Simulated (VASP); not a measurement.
Here is a VASP 6.6.1 calculation.

INCAR

```
ALGO = Normal
EDIFF = 1E-6
EDIFFG = -0.01
ENCUT = 600
GGA = PE
IBRION = 2
ISIF = 3
ISMEAR = 0
LASPH = T
LCHARG = F
LREAL = F
LWAVE = F
NELM = 60
NSW = 100
PREC = Accurate
SIGMA = 0.1
```

KPOINTS

```
k-points
0
Gamma
  12 12 12
```

The input POSCAR:

```
W3C2
1.0
    2.3225740313      1.3409387422      3.6147848515
   -2.3225740313      1.3409387422      3.6147848515
    0.0000000000     -2.6818774844      3.6147848515
W C
3 2
Direct
    0.3792848464      0.3792848464      0.3792848464
    0.6207151536      0.6207151536      0.6207151536
    0.0000000000      0.0000000000      0.0000000000
    0.8027956675      0.8027956675      0.8027956675
    0.1972043325      0.1972043325      0.1972043325
```

Potentials or basis: VASP PAW PBE potentials, release 64 (W_sv, C).

Launch:

```sh
$ cat potpaw_PBE.64/W_sv/POTCAR potpaw_PBE.64/C/POTCAR > POTCAR
$ mpirun -np 1 vasp_std > vasp.out
```

(1) Estimate the relaxed cell.

(2) Predict the relaxed volume.

(3) Predict the space group after relaxing (to 0.1 Å).

## Answers

(1) a = 4.504 Å, b = 4.504 Å, c = 4.504 Å, α = 62.12°, β = 62.12°, γ = 62.12°.

(2) 13.53 Å³/atom.

(3) R-3m (No. 166).
